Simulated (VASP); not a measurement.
# TiN (Fm-3m) in VASP: notebook

Runs on TiN. Level: PBEsol. Tasks: single point.

Program: VASP 6.6.1. These are calculated values, not measurements. Logs are shortened: lines on timing, memory, paths and dates and some standing lists are left out, and cuts for length are marked.

## 1. The cell of the first run

The structure is cubic, space group Fm-3m (No. 225). The conventional cell has a = 4.327 Å, b = 4.327 Å, c = 4.327 Å, α = 90.00°, β = 90.00°, γ = 90.00°. Within 2.9 Å of Ti (site symmetry m-3m) lie 6 N at 2.16 Å. N (site symmetry m-3m) has 6 Ti at 2.16 Å within 2.9 Å.

## 2. Single point, PBEsol (volume scaled by 1.06)

Contents of INCAR:

```
PREC     = Accurate       # precision mode
ENCUT    = 600            # plane-wave cutoff, eV
EDIFF    = 1E-6           # SCF threshold, eV
ISMEAR   = -1             # smearing method
SIGMA    = 0.05           # smearing width, eV
LREAL    = False          # projectors in reciprocal space
LASPH    = True           # aspherical terms in the spheres
NELM     = 120            # most SCF steps
ALGO     = Normal         # electronic algorithm
ISIF     = 2              # what is computed and relaxed
LWAVE    = False          # write WAVECAR
LCHARG   = True           # write CHGCAR
GGA      = PS             # functional
LELF     = True           # ELF
LVHAR    = True         
NBANDS   = 16             # bands
GGA_COMPAT= False
```

Contents of KPOINTS:

```
Automatic mesh
0
Gamma
  13 13 13
```

Contents of POSCAR:

```
TiN
1.0
    0.0000000000      2.1636184092      2.1636184092
    2.1636184092      0.0000000000      2.1636184092
    2.1636184092      2.1636184092      0.0000000000
Ti N
1 1
Direct
    0.0000000000      0.0000000000      0.0000000000
    0.5000000000      0.5000000000      0.5000000000
```

Potentials or basis: VASP PAW PBE potentials, release 64 (Ti_sv, N).

The run is started by

```
cat potpaw_PBE.64/Ti_sv/POTCAR potpaw_PBE.64/N/POTCAR > POTCAR
mpirun -np 1 vasp_std > vasp.out
```

OUTCAR:

```text
PREC = Accurate
   ENCUT = 600
   EDIFF = 1E-6
   ISMEAR = -1
   LREAL = False
   LASPH = True
   NELM = 120
   ISIF = 2
   GGA = PS

 ion  position               nearest neighbor table
   1  0.000  0.000  0.000-   2 2.16   2 2.16   2 2.16   2 2.16   2 2.16   2 2.16
   2  0.500  0.500  0.500-   1 2.16   1 2.16   1 2.16   1 2.16   1 2.16   1 2.16

  LATTYP: Found a face centered cubic cell.
 ALAT       =     4.3272368184

  Lattice vectors:

 A1 = (   0.0000000000,   2.1636184092,   2.1636184092)
 A2 = (   2.1636184092,   0.0000000000,   2.1636184092)
 A3 = (   2.1636184092,   2.1636184092,   0.0000000000)

Analysis of symmetry for initial positions (statically):
=====================================================================
 Subroutine PRICEL returns:
 Original cell was already a primitive cell.

 Routine SETGRP: Setting up the symmetry group for a
 face centered cubic supercell.

 Subroutine GETGRP returns: Found 48 space group operations
 (whereof 48 operations were pure point group operations)
 out of a pool of 48 trial point group operations.

The static configuration has the point symmetry O_h .

Analysis of symmetry for dynamics (positions and initial velocities):
=====================================================================
 Subroutine PRICEL returns:
 Original cell was already a primitive cell.

 Routine SETGRP: Setting up the symmetry group for a
 face centered cubic supercell.

 Subroutine GETGRP returns: Found 48 space group operations
 (whereof 48 operations were pure point group operations)
 out of a pool of 48 trial point group operations.

The dynamic configuration has the point symmetry O_h .

 Subroutine INISYM returns: Found 48 space group operations
 (whereof 48 operations are pure point group operations),
 and found     1 'primitive' translations

----------------------------------------------------------------------------------------

                                     Primitive cell

  volume of cell :      20.2569

  direct lattice vectors                    reciprocal lattice vectors
     0.000000000  2.163618409  2.163618409    -0.231094355  0.231094355  0.231094355
     2.163618409  0.000000000  2.163618409     0.231094355 -0.231094355  0.231094355
     2.163618409  2.163618409  0.000000000     0.231094355  0.231094355 -0.231094355

  length of vectors
     3.059818498  3.059818498  3.059818498     0.400267164  0.400267164  0.400267164

  position of ions in fractional coordinates (direct lattice)
     0.000000000  0.000000000  0.000000000
     0.500000000  0.500000000  0.500000000

  ion indices of the primitive-cell ions
   primitive index   ion index
                 1           1
                 2           2

----------------------------------------------------------------------------------------

 KPOINTS: Automatic mesh

Automatic generation of k-mesh.
 Grid dimensions read from file:
 generate k-points for:   13   13   13

 Generating k-lattice:

  Cartesian coordinates                     Fractional coordinates (reciprocal lattice)
    -0.017776489  0.017776489  0.017776489     0.076923077  0.000000000  0.000000000
     0.017776489 -0.017776489  0.017776489     0.000000000  0.076923077  0.000000000
     0.017776489  0.017776489 -0.017776489     0.000000000  0.000000000  0.076923077

  Length of vectors
     0.030789782  0.030789782  0.030789782

  Shift w.r.t. Gamma in fractional coordinates (k-lattice)
     0.000000000  0.000000000  0.000000000

 Subroutine IBZKPT returns following result:
 ===========================================

 Found     84 irreducible k-points:

 Following reciprocal coordinates:
            Coordinates               Weight
  0.000000  0.000000  0.000000      1.000000
  0.076923  0.000000  0.000000      8.000000
  0.153846  0.000000  0.000000      8.000000
  0.230769  0.000000  0.000000      8.000000
  0.307692  0.000000  0.000000      8.000000
  0.384615  0.000000  0.000000      8.000000
[... 16 lines left out ...]
  0.384615  0.153846  0.000000     24.000000
  0.461538  0.153846  0.000000     24.000000
 [... further k-points ...]
   k-points           NKPTS =     84   k-points in BZ     NKDIM =     84   number of bands    NBANDS=     16
   number of dos      NEDOS =    301   number of ions     NIONS =      2
   total plane-waves  NPLWV =  13824
   dimension x,y,z NGX =    24 NGY =   24 NGZ =   24
   dimension x,y,z NGXF=    48 NGYF=   48 NGZF=   48
   ions per type =               1   1
   NGX,Y,Z   is equivalent  to a cutoff of  13.04, 13.04, 13.04 a.u.
   NGXF,Y,Z  is equivalent  to a cutoff of  26.08, 26.08, 26.08 a.u.
 SYSTEM =  unknown system
   PREC   = accura    normal or accurate (medium, high low for compatibility)
   ISTART =      0    job   : 0-new  1-cont  2-samecut
   ICHARG =      2    charge: 1-file 2-atom 10-const
   ISPIN  =      1    spin polarized calculation?
   LNONCOLLINEAR =      F non collinear calculations
   LSORBIT =      F    spin-orbit coupling
   LASPH  =      T    aspherical Exc in radial PAW
   ENCUT  =  600.0 eV  44.10 Ry    6.64 a.u.   6.11  6.11  6.11*2*pi/ulx,y,z
   NELM   =    120;   NELMIN=  2; NELMDL= -5     # of ELM steps
   EDIFF  = 0.1E-05   stopping-criterion for ELM
   LREAL  =      F    real-space projection
   EDIFFG = 0.1E-04   stopping-criterion for IOM
   NSW    =      0    number of steps for IOM
   IBRION =     -1    ionic relax: 0-MD 1-quasi-New 2-CG
   NFREE  =      0    steps in history (QN), initial steepest desc. (CG)
   ISIF   =      2    stress and relaxation
   ISYM   =      2    0-nonsym 1-usesym 2-fastsym
   POTIM  = 0.5000    time-step for ionic-motion
   TEBEG  =    0.0;   TEEND  =   0.0 temperature during run
   PSTRESS=    0.0 pullay stress
   NELECT =      17.0000    total number of electrons
   NUPDOWN=      -1.0000    fix difference up-down
   EMIN   =  10.00;   EMAX   =-10.00  energy-range for DOS
   EFERMI =   0.00;   METHOD = LEGACY
   ISMEAR =    -1;   SIGMA  =   0.05  broadening in eV -4-tet -1-fermi 0-gaus
   EFERMI_NEDOS =   21; number of points for ismear=-14 and -15
   IALGO  =     38    algorithm
   IMIX   =      4    mixing-type and parameters
     AMIX     =   0.40;   BMIX     =  1.00
     AMIX_MAG =   1.60;   BMIX_MAG =  1.00
  volume/ion in A,a.u.               =      10.13        68.35
  Fermi-wavevector in a.u.,A,eV,Ry     =   1.544189  2.918094 32.443362  2.384520
  Thomas-Fermi vector in A             =   2.649745
   LORBIT       =      0    0 simple, 1 ext, 2 COOP (PROOUT), +10 PAW based schemes
   GGA     = PS    functional components
   LHFCALC =     F    Hartree Fock is set to
   AEXX    =    0.0000 exact exchange contribution
   IVDW    =     0    specifies the selected vdW correction
   LEPSILON=     F    determine dielectric tensor
   LRPA    =     F    only Hartree local field effects (RPA)
 non-spin polarized calculation
  energy-cutoff  :      600.00
  volume of cell :       20.26
 maximum number of plane-waves:       688
   NGX = 13   NGY = 13   NGZ = 13

 number of electron      16.9999999 magnetization

 Free energy of the ion-electron system (eV)
  ---------------------------------------------------
  ext. energy  EPLUGINS =         0.00000000
  ---------------------------------------------------
  free energy    TOTEN  =       -20.67107314 eV

  energy without entropy =      -20.66366559  energy(sigma->0) =      -20.66736937

 E-fermi :  10.5340     XC(G=0): -12.8939

 val. band max:       10.4534306470   @ k =  -0.0769   0.0769   0.0000
 cond. band min:      10.5529341594   @ k =  -0.1538   0.1538   0.0000
 fundamental gap:      0.0995035124
 Fermi energy:        10.5339908576

 k-point     1 :       0.0000    0.0000    0.0000
  band No.  band energies     occupation
      1     -47.1841      2.00000
      2     -23.3025      2.00000
      3     -23.3025      2.00000
      4     -23.3025      2.00000
      5      -6.1569      2.00000
      6       8.5747      2.00000
[... 8 lines left out ...]
     15      23.3879      0.00000
     16      29.4396      0.00000

 k-point     2 :       0.0769    0.0000    0.0000
  band No.  band energies     occupation
      1     -47.1798      2.00000
      2     -23.3339      2.00000
      3     -23.3053      2.00000
      4     -23.3053      2.00000
      5      -6.0520      2.00000
      6       7.9577      2.00000
[... 8 lines left out ...]
     15      23.4369      0.00000
     16      29.2871      0.00000

 k-point     3 :       0.1538    0.0000    0.0000
  band No.  band energies     occupation
      1     -47.1678      2.00000
      2     -23.4199      2.00000
      3     -23.3129      2.00000
      4     -23.3129      2.00000
      5      -5.7515      2.00000
      6       6.7787      2.00000
[... 8 lines left out ...]
     15      23.3629      0.00000
     16      28.6989      0.00000

 k-point     4 :       0.2308    0.0000    0.0000
  band No.  band energies     occupation
      1     -47.1509      2.00000
      2     -23.5391      2.00000
      3     -23.3236      2.00000
      4     -23.3236      2.00000
      5      -5.2995      2.00000
      6       5.5021      2.00000
[... 8 lines left out ...]
     15      22.9687      0.00000
     16      27.6025      0.00000
[... 324 lines left out ...]
 k-point    22 :       0.3077    0.1538    0.0000
  band No.  band energies     occupation
      1     -47.1337      2.00000
      2     -23.5871      2.00000
      3     -23.3702      2.00000
      4     -23.3639      2.00000
      5      -4.9911      2.00000
      6       4.6523      2.00000
[... 8 lines left out ...]
     15      23.1039      0.00000
     16      25.9545      0.00000

 k-point    23 :       0.3846    0.1538    0.0000
  band No.  band energies     occupation
      1     -47.1181      2.00000
      2     -23.6836      2.00000
      3     -23.3832      2.00000
      4     -23.3786      2.00000
      5      -4.5766      2.00000
      6       4.0419      2.00000
[... 8 lines left out ...]
     15      22.7732      0.00000
     16      24.8701      0.00000

 k-point    24 :       0.4615    0.1538    0.0000
  band No.  band energies     occupation
      1     -47.1064      2.00000
      2     -23.7535      2.00000
      3     -23.4047      2.00000
      4     -23.3793      2.00000
      5      -4.2278      2.00000
      6       3.5346      2.00000
[... 8 lines left out ...]
     15      22.8744      0.00000
     16      24.0817      0.00000

 [... further k-points ...]

------------------------ aborting loop because EDIFF is reached ----------------------------------------

  FORCE on cell =-STRESS in cart. coord.  units (eV):
  Direction    XX          YY          ZZ          XY          YZ          ZX
  --------------------------------------------------------------------------------------
  -------------------------------------------------------------------------------------
  Total       -2.6981009     -2.6981009     -2.6981009     -0.0000000      0.0000000     -0.0000000
  in kB     -213.4011587   -213.4011587   -213.4011587     -0.0000000      0.0000000     -0.0000000
  external PRESSURE =    -213.4011587 kB  Pullay stress =       0.0000000 kB

 VOLUME and BASIS-vectors are now :
 -----------------------------------------------------------------------------
  energy-cutoff  :      600.00
  volume of cell :       20.26
      direct lattice vectors                 reciprocal lattice vectors
     0.000000000  2.163618409  2.163618409    -0.231094355  0.231094355  0.231094355
     2.163618409  0.000000000  2.163618409     0.231094355 -0.231094355  0.231094355
     2.163618409  2.163618409  0.000000000     0.231094355  0.231094355 -0.231094355

 POSITION                                       TOTAL-FORCE (eV/Angst)
 -----------------------------------------------------------------------------------
      0.00000      0.00000      0.00000        -0.000000     -0.000000     -0.000000
      2.16362      2.16362      2.16362         0.000000      0.000000      0.000000
 -----------------------------------------------------------------------------------
    total drift:                                0.000000     -0.000000     -0.000000

  FREE ENERGIE OF THE ION-ELECTRON SYSTEM (eV)
  ---------------------------------------------------
  free  energy   TOTEN  =       -20.6710731396 eV

  energy  without entropy=      -20.6636655911  energy(sigma->0) =      -20.66736937
```

Wall time 42 s (1 thread of Intel Xeon 8259CL, shared host); peak memory 0.16 GiB.

Results:

* Free energy: -20.6711 eV
* Pressure: -21.3 GPa

Caveat: the PAW data sets were made with another functional, which shifts forces and pressure a little.

(Part 1 of 2 ends here.)
